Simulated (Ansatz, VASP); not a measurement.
Two plane-wave programs on Se

```
CELL_PARAMETERS angstrom
3.94867 0.00000 0.00000
-1.97433 3.41965 0.00000
0.00000 0.00000 5.11802
ATOMIC_POSITIONS crystal
Se 0.25535 0.00000 0.33333
Se 0.00000 0.25535 0.66667
Se 0.74465 0.74465 0.00000
```

Alike in both runs: functional LDA; k mesh 12 × 12 × 8; occupations gaussian, width 0.01 eV; no spin polarisation.

Ansatz relaxed the structure, and its values are those at the end. VASP's run is a single point on that final structure, the one shown.

|  | VASP | Ansatz |
| --- | --- | --- |
| version | VASP 6.6.1 | Ansatz 0.2.0 |
| potentials or method | VASP PAW LDA potentials, release 64 (Se), cutoff 520 eV | scalar-relativistic, plane waves, PAW |
| valence electrons in the cell | 18 | 48 |

|  | VASP | Ansatz | Ansatz less VASP |
| --- | --- | --- | --- |
| gap on the k mesh at the Fermi level (eV) | 0.28 | 0.29 | +0.009 |
| least direct gap on the mesh (eV) | 0.28 | 0.29 | +0.009 |
| pressure (GPa) | 0.2 | 0.0 | -0.23 |
| rms of the force components (eV/Å) | 0.020 | 0.000 | -0.0195 |

LDA's correlation is that of Perdew and Zunger in VASP and of Perdew and Wang (1992) in Ansatz. VASP's potentials hold 18 valence electrons a cell and Ansatz's 48, so a difference there can come from the potentials and not from the codes.
